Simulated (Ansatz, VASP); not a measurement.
## KC in VASP and in Ansatz

Contents of INCAR:

```
SYSTEM = KC
PREC = Accurate
ENCUT = 600
EDIFF = 1E-6
ISMEAR = 0
SIGMA = 0.02
LREAL = .False.
LASPH = .True.
NELM = 100
ALGO = Normal
ISIF = 3
LWAVE = .False.
LCHARG = .False.
GGA = PE
IBRION = 2
NSW = 100
EDIFFG = -0.01
```

The input KPOINTS:

```
regular mesh
0
Gamma
  6 6 6
  0 0 0
```

Contents of POSCAR:

```
KC
1.0
    4.3773058718     -3.0323360082      0.0000000000
    4.3773058718      3.0323360082      0.0000000000
   -2.5737869779      0.0000000000      4.0276188416
K C
2 2
Direct
    0.2515497812      0.2515497812      0.2497343907
    0.7484502188      0.7484502188      0.7502656093
    0.8957185617      0.1042814383      0.5000000000
    0.1042814383      0.8957185617      0.5000000000
```

Input for Ansatz:

```yaml
crystal:
  lattice:
    - [4.3773058718, -3.0323360082, 0.0]
    - [4.3773058718, 3.0323360082, 0.0]
    - [-2.5737869779, 0.0, 4.0276188416]
  atoms:
    - { symbol: K, position: [0.2515497812, 0.2515497812, 0.2497343907] }
    - { symbol: K, position: [0.7484502188, 0.7484502188, 0.7502656093] }
    - { symbol: C, position: [0.8957185617, 0.1042814383, 0.5] }
    - { symbol: C, position: [0.1042814383, 0.8957185617, 0.5] }
basis:
  ecutwfc: 420
kpoints:
  mp_grid: { grid: [6, 6, 6] }
hamiltonian:
  xc: pbe
scf:
  occupations: { method: gaussian, width: 0.02 }
output:
  forces: true
  stress: true
  eigenvalues: true
relax:
  adjacent_minimum: "off"
  f_tol: 0.01
  max_steps: 80
  cell: { stress_tol: 0.05 }
```

Change from the starting cell: the structure that the rattled cell fell into.

Alike in both runs: task relaxation of cell and atoms; functional PBE; k mesh 6 × 6 × 6; occupations gaussian, width 0.02 eV; no spin polarisation.

```csv
,VASP,Ansatz
version,VASP 6.6.1,Ansatz 0.2.0
potentials or method,"VASP PAW PBE potentials, release 64 (K_sv, C), cutoff 600 eV","scalar-relativistic, plane waves, PAW"
valence electrons in the cell,26,26
```

Ansatz gave:

* gap on the k mesh at the Fermi level, each at its own relaxed structure (eV): 3.29
* relaxed volume (Å³/atom): 26.80
* relaxed length of the cell vector where the two differ most in proportion (Å): 4.799

Task: What did VASP give for the same quantities?

Result: gap on the k mesh at the Fermi level, each at its own relaxed structure (eV): 3.29; relaxed volume (Å³/atom): 26.84; relaxed length of the cell vector where the two differ most in proportion (Å): 4.796.
